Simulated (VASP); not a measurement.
## SmC: density of states with PBE

The system is SmC.

```
Sm C
1.0
    -3.53737   -3.53737    0.00000
    -3.53737    3.53737    0.00000
     0.00000    0.00000   -3.53737
Sm C
2 2
Cartesian
  -1.7687 1.7687 -1.7687
  -1.7687 -1.7687 -1.7687
  0.0000 0.0000 0.0000
  -3.5374 0.0000 0.0000
```

```
Program                 : VASP 6.6.1
Task                    : density of states
Functional              : PBE
Potentials or basis     : VASP PAW PBE potentials, release 64 (Sm, C)
Cutoff                  : 520 eV
k mesh                  : 5 × 5 × 7
Occupations             : fermi-dirac, width 0.1 eV
Spin                    : collinear spin, ferromagnetic start
Starting moments        : [5.0, 5.0, 0.0, 0.0] μB
Dipole correction       : no
k mesh for the DOS      : 8 × 8 × 11
Occupations for the DOS : tetrahedron
Further INCAR settings  : ALGO = Normal; EDIFF = 1e-07
```

```json
{"Net moment": "11.23 μB per cell", "Site moments": "Sm +5.59; C -0.06 μB", "Valence electrons inside the program's atomic spheres": "Sm 13.69; C 2.02"}
```

Levels at points of the mesh, in eV from the Fermi level:
Spin up:
| k point | band 24 | band 25 | band 26 | band 27 | band 28 | band 29 |
| --- | --- | --- | --- | --- | --- | --- |
| (0.00, 0.00, 0.00) | 0.01 | 0.10 | 0.10 | 0.48 | 0.48 | 1.03 |
| (0.50, 0.00, 0.00) | -0.06 | -0.05 | -0.05 | 0.01 | 0.01 | 0.90 |
| (0.50, 0.50, 0.00) | -0.01 | 0.00 | 0.00 | 0.14 | 0.14 | 0.15 |
Spin down:
| k point | band 10 | band 11 | band 12 | band 13 | band 14 | band 15 | band 16 | band 17 | band 18 | band 19 |
| --- | --- | --- | --- | --- | --- | --- | --- | --- | --- | --- |
| (0.00, 0.00, 0.00) | -8.26 | -0.83 | -0.83 | 0.80 | 0.81 | 0.81 | 1.02 | 1.24 | 1.24 | 1.83 |
| (0.50, 0.00, 0.00) | -8.39 | -1.40 | -1.40 | -0.40 | -0.40 | 0.56 | 0.56 | 2.51 | 2.51 | 3.39 |
| (0.50, 0.50, 0.00) | -8.03 | -2.82 | -2.82 | 0.22 | 0.22 | 0.23 | 0.23 | 2.11 | 2.11 | 3.41 |

Run time: 23 min on 1 thread of Intel(R) Xeon(R) Platinum 8488C (Sapphire Rapids) (shared host), peak memory 0.51 GiB.

Caveat: the magnetic or orbital state may not be the lowest; spin-orbit coupling is left out, which moves the levels of the heavy elements; without U or exact exchange the open f shell lies at the Fermi level, which spoils levels, moments and volumes. The state reached can hang on the start; a lower one may exist.
